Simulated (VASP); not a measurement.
# Hf3N2 (R-3m) in VASP: further runs

Runs on Hf3N2. Level: r2SCAN. Tasks: single point.

All numbers are computed with VASP 6.6.1; they aren't measurements. Logs are shortened: lines on timing, memory, paths and dates and some standing lists are left out, and cuts for length are marked.

**1. The cell of the first run**

The structure is trigonal, space group R-3m (No. 166). The conventional cell has a = 3.209 Å, b = 3.209 Å, c = 23.302 Å, α = 90.00°, β = 90.00°, γ = 120.00°. Within 3.3 Å of Hf (site symmetry 3m) lie 3 N at 2.30 Å and 12 Hf at 3.11 to 3.22 Å. Hf (site symmetry -3m) has 6 N at 2.25 Å within 3.0 Å. Within 3.0 Å of N (site symmetry 3m) lie 6 Hf at 2.25 to 2.30 Å.

**2. Single point, r2SCAN**

The input, POSCAR:

```
Hf3N2
1.0
    1.6043627313      0.9262844635      7.7673604922
   -1.6043582417      0.9262858992      7.7673593953
    0.0000034881     -1.8525499137      7.7673575087
Hf N
3 2
Direct
    0.7966814142      0.7749235453      0.7659714970
    0.2374616971      0.2157042019      0.2067584019
    0.0170716185     -0.0046876765     -0.0136339500
    0.6291493778      0.6073913637      0.5984438215
    0.4049935085      0.3832354973      0.3742868878
```

The input, INCAR.step1:

```
PREC = Accurate
ENCUT = 520
ISMEAR = 0
SIGMA = 0.1
LREAL = False
LASPH = True
NELM = 100
NBANDS = 28
GGA = PE
ALGO = Normal
EDIFF = 1E-4
LWAVE = True
LCHARG = False
```

The input, INCAR.step2:

```
PREC = Accurate
ENCUT = 520
EDIFF = 1E-6
ISMEAR = 0
SIGMA = 0.1
LREAL = False
LASPH = True
NELM = 100
ALGO = Normal
ISIF = 2
LWAVE = False
LCHARG = False
METAGGA = R2SCAN
LMIXTAU = True
NBANDS = 28
ISTART = 1
```

The input, KPOINTS:

```
regular mesh
0
Gamma
  6 6 6
```

Potentials or basis: VASP PAW PBE potentials, release 64 (Hf_pv, N).

Launch:

```sh
$ cat potpaw_PBE.64/Hf_pv/POTCAR potpaw_PBE.64/N/POTCAR > POTCAR
$ cp INCAR.step1 INCAR
$ mpirun -np 1 vasp_std > vasp.out
$ cp INCAR.step2 INCAR
$ mpirun -np 1 vasp_std > vasp.out
```

OUTCAR:

```text
PREC = Accurate
   ENCUT = 520
   EDIFF = 1E-6
   ISMEAR = 0
   LREAL = False
   LASPH = True
   NELM = 100
   ISIF = 2
   METAGGA = R2SCAN
   ISTART = 1

 ion  position               nearest neighbor table
   1  0.797  0.775  0.766-   5 2.30   5 2.30   5 2.30   2 3.11   2 3.11   2 3.11   3 3.22   3 3.22
                             3 3.22
   2  0.237  0.216  0.207-   4 2.30   4 2.30   4 2.30   1 3.11   1 3.11   1 3.11   3 3.22   3 3.22
                             3 3.22
   3  0.017  0.995  0.986-   4 2.25   5 2.25   5 2.25   4 2.25   4 2.25   5 2.25   2 3.22   1 3.22
                             2 3.22   2 3.22   1 3.22   1 3.22
   4  0.629  0.607  0.598-   3 2.25   3 2.25   3 2.25   2 2.30   2 2.30   2 2.30
   5  0.405  0.383  0.374-   3 2.25   3 2.25   3 2.25   1 2.30   1 2.30   1 2.30

  LATTYP: Found a trigonal (rhomboedric) cell.
 ALAT       =     7.9852265410
 COS(alpha) =     0.9192652973

  Lattice vectors:

 A1 = (   1.6043627313,   0.9262844635,   7.7673604922)
 A2 = (  -1.6043582417,   0.9262858992,   7.7673593953)
 A3 = (   0.0000034881,  -1.8525499137,   7.7673575087)

Analysis of symmetry for initial positions (statically):
=====================================================================
 Subroutine PRICEL returns:
 Original cell was already a primitive cell.

 Routine SETGRP: Setting up the symmetry group for a
 trigonal (rhombohedral) supercell.

 Subroutine GETGRP returns: Found 12 space group operations
 (whereof  1 operations were pure point group operations)
 out of a pool of 12 trial point group operations.

The static configuration has the point symmetry C_1 .
 The point group associated with its full space group is D_3d.

Analysis of symmetry for dynamics (positions and initial velocities):
=====================================================================
 Subroutine PRICEL returns:
 Original cell was already a primitive cell.

 Routine SETGRP: Setting up the symmetry group for a
 trigonal (rhombohedral) supercell.

 Subroutine GETGRP returns: Found 12 space group operations
 (whereof  1 operations were pure point group operations)
 out of a pool of 12 trial point group operations.

The dynamic configuration has the point symmetry C_1 .
 The point group associated with its full space group is D_3d.

 Subroutine INISYM returns: Found 12 space group operations
 (whereof  1 operations are pure point group operations),
 and found     1 'primitive' translations

----------------------------------------------------------------------------------------

                                     Primitive cell

  volume of cell :      69.2577

  direct lattice vectors                    reciprocal lattice vectors
     1.604362731  0.926284464  7.767360492     0.311650723  0.179931614  0.042914364
    -1.604358242  0.926285899  7.767359395    -0.311650591  0.179931335  0.042914578
     0.000003488 -1.852549914  7.767357509    -0.000000176 -0.359863061  0.042914945

  length of vectors
     7.985228343  7.985226541  7.985222843     0.362413026  0.362412800  0.362412907

  position of ions in fractional coordinates (direct lattice)
     0.796681414  0.774923545  0.765971497
     0.237461697  0.215704202  0.206758402
     0.017071618  0.995312324  0.986366050
     0.629149378  0.607391364  0.598443821
     0.404993508  0.383235497  0.374286888

  ion indices of the primitive-cell ions
   primitive index   ion index
                 1           1
                 2           2
                 3           3
                 4           4
                 5           5

----------------------------------------------------------------------------------------

 KPOINTS: regular mesh

Automatic generation of k-mesh.
 Grid dimensions read from file:
 generate k-points for:    6    6    6

 Generating k-lattice:

  Cartesian coordinates                     Fractional coordinates (reciprocal lattice)
     0.051941787  0.029988602  0.007152394     0.166666667  0.000000000 -0.000000000
    -0.051941765  0.029988556  0.007152430     0.000000000  0.166666667  0.000000000
    -0.000000029 -0.059977177  0.007152491     0.000000000  0.000000000  0.166666667

  Length of vectors
     0.060402171  0.060402133  0.060402151

  Shift w.r.t. Gamma in fractional coordinates (k-lattice)
     0.000000000  0.000000000  0.000000000

 Subroutine IBZKPT returns following result:
 ===========================================

 Found     32 irreducible k-points:

 Following reciprocal coordinates:
            Coordinates               Weight
  0.000000  0.000000  0.000000      1.000000
  0.166667 -0.000000  0.000000      6.000000
  0.333333 -0.000000  0.000000      6.000000
  0.500000 -0.000000  0.000000      3.000000
  0.166667  0.166667  0.000000      6.000000
  0.333333  0.166667  0.000000     12.000000
[... 16 lines left out ...]
  0.500000  0.500000  0.166667      6.000000
 -0.333333  0.500000  0.166667     12.000000
 [... further k-points ...]
   k-points           NKPTS =     32   k-points in BZ     NKDIM =     32   number of bands    NBANDS=     28
   number of dos      NEDOS =    301   number of ions     NIONS =      5
   total plane-waves  NPLWV = 216000
   dimension x,y,z NGX =    60 NGY =   60 NGZ =   60
   dimension x,y,z NGXF=   120 NGYF=  120 NGZF=  120
   ions per type =               3   2
   NGX,Y,Z   is equivalent  to a cutoff of  12.49, 12.49, 12.49 a.u.
   NGXF,Y,Z  is equivalent  to a cutoff of  24.98, 24.98, 24.98 a.u.
 SYSTEM =  unknown system
   PREC   = accura    normal or accurate (medium, high low for compatibility)
   ISTART =      1    job   : 0-new  1-cont  2-samecut
   ICHARG =      0    charge: 1-file 2-atom 10-const
   ISPIN  =      1    spin polarized calculation?
   LNONCOLLINEAR =      F non collinear calculations
   LSORBIT =      F    spin-orbit coupling
   LASPH  =      T    aspherical Exc in radial PAW
   ENCUT  =  520.0 eV  38.22 Ry    6.18 a.u.  14.85 14.85 14.85*2*pi/ulx,y,z
   NELM   =    100;   NELMIN=  2; NELMDL=  0     # of ELM steps
   EDIFF  = 0.1E-05   stopping-criterion for ELM
   LREAL  =      F    real-space projection
   EDIFFG = 0.1E-04   stopping-criterion for IOM
   NSW    =      0    number of steps for IOM
   IBRION =     -1    ionic relax: 0-MD 1-quasi-New 2-CG
   NFREE  =      0    steps in history (QN), initial steepest desc. (CG)
   ISIF   =      2    stress and relaxation
   ISYM   =      2    0-nonsym 1-usesym 2-fastsym
   POTIM  = 0.5000    time-step for ionic-motion
   TEBEG  =    0.0;   TEEND  =   0.0 temperature during run
   PSTRESS=    0.0 pullay stress
   NELECT =      40.0000    total number of electrons
   NUPDOWN=      -1.0000    fix difference up-down
   EMIN   =  10.00;   EMAX   =-10.00  energy-range for DOS
   EFERMI =   0.00;   METHOD = LEGACY
   ISMEAR =     0;   SIGMA  =   0.10  broadening in eV -4-tet -1-fermi 0-gaus
   EFERMI_NEDOS =   21; number of points for ismear=-14 and -15
   IALGO  =     38    algorithm
   IMIX   =      4    mixing-type and parameters
     AMIX     =   0.40;   BMIX     =  1.00
     AMIX_MAG =   1.60;   BMIX_MAG =  1.00
  volume/ion in A,a.u.               =      13.85        93.47
  Fermi-wavevector in a.u.,A,eV,Ry     =   1.363344  2.576347 25.289243  1.858707
  Thomas-Fermi vector in A             =   2.489755
   LORBIT       =      0    0 simple, 1 ext, 2 COOP (PROOUT), +10 PAW based schemes
   METAGGA = R2SCAN    functional components
   LHFCALC =     F    Hartree Fock is set to
   AEXX    =    0.0000 exact exchange contribution
   IVDW    =     0    specifies the selected vdW correction
   LEPSILON=     F    determine dielectric tensor
   LRPA    =     F    only Hartree local field effects (RPA)
 non-spin polarized calculation
 Gauss-broadening in eV      SIGMA  =   0.10
  energy-cutoff  :      520.00
  volume of cell :       69.26
 maximum number of plane-waves:      1888
   NGX = 29   NGY = 29   NGZ = 29

 number of electron      40.0000000 magnetization

 Free energy of the ion-electron system (eV)
  ---------------------------------------------------
  ext. energy  EPLUGINS =         0.00000000
  ---------------------------------------------------
  free energy    TOTEN  =      -162.13529158 eV

  energy without entropy =     -162.12603923  energy(sigma->0) =     -162.13066541

 E-fermi :   6.7317     XC(G=0): -13.0552

 val. band max:        6.7275363227   @ k =   0.5000   0.1667   0.1667
 cond. band min:       6.7548185027   @ k =   0.3333   0.3333   0.1667
 fundamental gap:      0.0272821800
 Fermi energy:         6.7317238956

 k-point     1 :       0.0000    0.0000    0.0000
  band No.  band energies     occupation
      1     -26.2237      2.00000
      2     -25.7414      2.00000
      3     -25.7414      2.00000
      4     -25.3340      2.00000
      5     -24.8003      2.00000
      6     -24.7158      2.00000
[... 20 lines left out ...]
     27       9.5652      0.00000
     28      10.6755      0.00000

 k-point     2 :       0.1667   -0.0000    0.0000
  band No.  band energies     occupation
      1     -26.1770      2.00000
      2     -25.9369      2.00000
      3     -25.7800      2.00000
      4     -25.2648      2.00000
      5     -24.9089      2.00000
      6     -24.8138      2.00000
[... 20 lines left out ...]
     27      10.3501      0.00000
     28      10.9379      0.00000

 k-point     3 :       0.3333   -0.0000    0.0000
  band No.  band energies     occupation
      1     -26.2900      2.00000
      2     -26.0785      2.00000
      3     -25.8561      2.00000
      4     -25.2255      2.00000
      5     -25.1745      2.00000
      6     -25.0275      2.00000
[... 20 lines left out ...]
     27      11.3526      0.00000
     28      11.9335      0.00000

 k-point     4 :       0.5000   -0.0000    0.0000
  band No.  band energies     occupation
      1     -26.4543      2.00000
      2     -26.0304      2.00000
      3     -25.8936      2.00000
      4     -25.3274      2.00000
      5     -25.3071      2.00000
      6     -24.9867      2.00000
[... 578 lines left out ...]
     27      11.9576      0.00000
     28      12.7569      0.00000

 k-point    23 :       0.5000    0.5000    0.1667
  band No.  band energies     occupation
      1     -26.2911      2.00000
      2     -26.0735      2.00000
      3     -25.8564      2.00000
      4     -25.2233      2.00000
      5     -25.2139      2.00000
      6     -24.9795      2.00000
[... 20 lines left out ...]
     27      11.5331      0.00000
     28      12.0220      0.00000

 k-point    24 :      -0.3333    0.5000    0.1667
  band No.  band energies     occupation
      1     -26.3662      2.00000
      2     -26.0214      2.00000
      3     -25.9921      2.00000
      4     -25.2767      2.00000
      5     -25.2338      2.00000
      6     -25.0274      2.00000
[... 20 lines left out ...]
     27      11.9309      0.00000
     28      12.6513      0.00000

 [... further k-points ...]

------------------------ aborting loop because EDIFF is reached ----------------------------------------

  FORCE on cell =-STRESS in cart. coord.  units (eV):
  Direction    XX          YY          ZZ          XY          YZ          ZX
  --------------------------------------------------------------------------------------
  -------------------------------------------------------------------------------------
  Total       -0.8422833     -0.8422841     -0.7713725      0.0000008     -0.0000014     -0.0000006
  in kB      -19.4850115    -19.4850286    -17.8445915      0.0000174     -0.0000327     -0.0000128
  external PRESSURE =     -18.9382105 kB  Pullay stress =       0.0000000 kB

 VOLUME and BASIS-vectors are now :
 -----------------------------------------------------------------------------
  energy-cutoff  :      520.00
  volume of cell :       69.26
      direct lattice vectors                 reciprocal lattice vectors
     1.604362731  0.926284464  7.767360492     0.311650723  0.179931614  0.042914364
    -1.604358242  0.926285899  7.767359395    -0.311650591  0.179931335  0.042914578
     0.000003488 -1.852549914  7.767357509    -0.000000176 -0.359863061  0.042914945

 POSITION                                       TOTAL-FORCE (eV/Angst)
 -----------------------------------------------------------------------------------
      0.03491      0.03675     18.15680        -0.000000     -0.000000     -0.067744
      0.03491      0.03673      5.12587         0.000000      0.000000      0.067744
     -1.56945     -0.88954     15.52501        -0.000000      0.000000      0.000000
      0.03491      0.03674     14.25298         0.000000      0.000000      0.033814
      0.03491      0.03674      9.02968        -0.000000     -0.000000     -0.033814
 -----------------------------------------------------------------------------------
    total drift:                               -0.000146      0.001737     -0.001846

  FREE ENERGIE OF THE ION-ELECTRON SYSTEM (eV)
  ---------------------------------------------------
  free  energy   TOTEN  =      -162.1352915800 eV

  energy  without entropy=     -162.1260392333  energy(sigma->0) =     -162.13066541
```

It took 7.5 min on 1 thread of Intel Xeon 6975P-C (Granite Rapids), shared host; peak memory 0.56 GiB.

Results:

| Item | Value |
| --- | --- |
| Free energy | -162.1353 eV |
| Pressure | -1.9 GPa |
| Largest force | 0.068 eV/Å |
| Band gap on the k mesh | zero (bands 20 and 21 overlap by 1.34 eV) |

Forces in eV/Å, atoms in the order of the input:
```
Hf   0.000  0.000 -0.068
Hf   0.000  0.000  0.068
Hf   0.000  0.000  0.000
N    0.000  0.000  0.034
N    0.000  0.000 -0.034
```

Stress tensor (GPa, compression positive):
```
-1.95  0.00  0.00
 0.00 -1.95  0.00
 0.00  0.00 -1.78
```

Caveat: the k points lie up to 0.38 Å⁻¹ apart, too coarse for converged energies and pressures of a metal; the PAW data sets were made with another functional, which shifts forces and pressure a little; spin-orbit coupling is left out, which moves the levels of the heavy elements.

**3. Single point, r2SCAN**

This run uses another cell than the first one, of 13.74 Å³/atom.

The input, POSCAR:

```
Hf3N2
1.0
    1.5994260774      0.9234290764      7.7548432223
   -1.5994260774      0.9234290764      7.7548432223
    0.0000000000     -1.8468581527      7.7548432223
Hf N
3 2
Direct
    0.7794186600      0.7794186600      0.7794186600
    0.2205813400      0.2205813400      0.2205813400
    0.0000000000      0.0000000000      0.0000000000
    0.6119155300      0.6119155300      0.6119155300
    0.3880844700      0.3880844700      0.3880844700
```

The input, INCAR.step1:

```
SYSTEM = Hf3N2
ALGO = Normal
EDIFF = 1E-4
ENCUT = 520
GGA = PE
ISMEAR = 0
LASPH = .True.
LCHARG = .False.
LREAL = .False.
LWAVE = .True.
NBANDS = 28
NELM = 80
PREC = Accurate
SIGMA = 0.01
```

The input, INCAR.step2:

```
SYSTEM = Hf3N2
ALGO = Normal
EDIFF = 1E-7
ENCUT = 520
ISIF = 2
ISMEAR = 0
ISTART = 1
LASPH = .True.
LCHARG = .False.
LMIXTAU = .True.
LREAL = .False.
LWAVE = .False.
METAGGA = R2SCAN
NBANDS = 28
NELM = 80
PREC = Accurate
SIGMA = 0.01
```

The input, KPOINTS:

```
k-points
0
Gamma
  12 12 12
  0 0 0
```

Potentials or basis: VASP PAW PBE potentials, release 64 (Hf_pv, N).

Launch:

```sh
$ cat potpaw_PBE.64/Hf_pv/POTCAR potpaw_PBE.64/N/POTCAR > POTCAR
$ cp INCAR.step1 INCAR
$ mpirun -np 1 vasp_std > vasp.out
$ cp INCAR.step2 INCAR
$ mpirun -np 1 vasp_std > vasp.out
```

It took 55 min on 1 thread of Intel Xeon 6975P-C (Granite Rapids), shared host; peak memory 0.75 GiB.

It converged, with:

| Quantity | Value |
| --- | --- |
| Free energy | -162.1347 eV |
| Pressure | 0.1 GPa |
| Largest force | 0.078 eV/Å |
| Band gap on the k mesh | zero (bands 20 and 21 overlap by 1.30 eV) |

Forces on the atoms (eV/Å):
```
Hf   0.000  0.000  0.063
Hf   0.000  0.000 -0.063
Hf   0.000  0.000  0.000
N    0.000  0.000  0.078
N    0.000  0.000 -0.078
```

Stress tensor (GPa, compression positive):
```
 0.17  0.00  0.00
 0.00  0.17  0.00
 0.00  0.00 -0.09
```

Levels at points of the mesh, in eV from the Fermi level:
```csv
k point,band 17,band 18,band 19,band 20,band 21,band 22,band 23,band 24
"(0.00, 0.00, 0.00)",-3.89,-3.38,0.14,0.68,0.91,0.91,2.03,2.03
"(0.50, 0.00, 0.00)",-4.29,-2.43,-1.19,-0.64,-0.49,2.91,3.41,4.36
"(0.50, 0.50, 0.00)",-4.39,-3.01,-1.12,-0.44,0.63,1.87,3.35,4.26
"(0.50, 0.50, 0.50)",-3.98,-1.99,-1.05,0.60,0.60,1.60,1.61,2.86
```

Caveat: the PAW data sets were made with another functional, which shifts forces and pressure a little; spin-orbit coupling is left out, which moves the levels of the heavy elements.
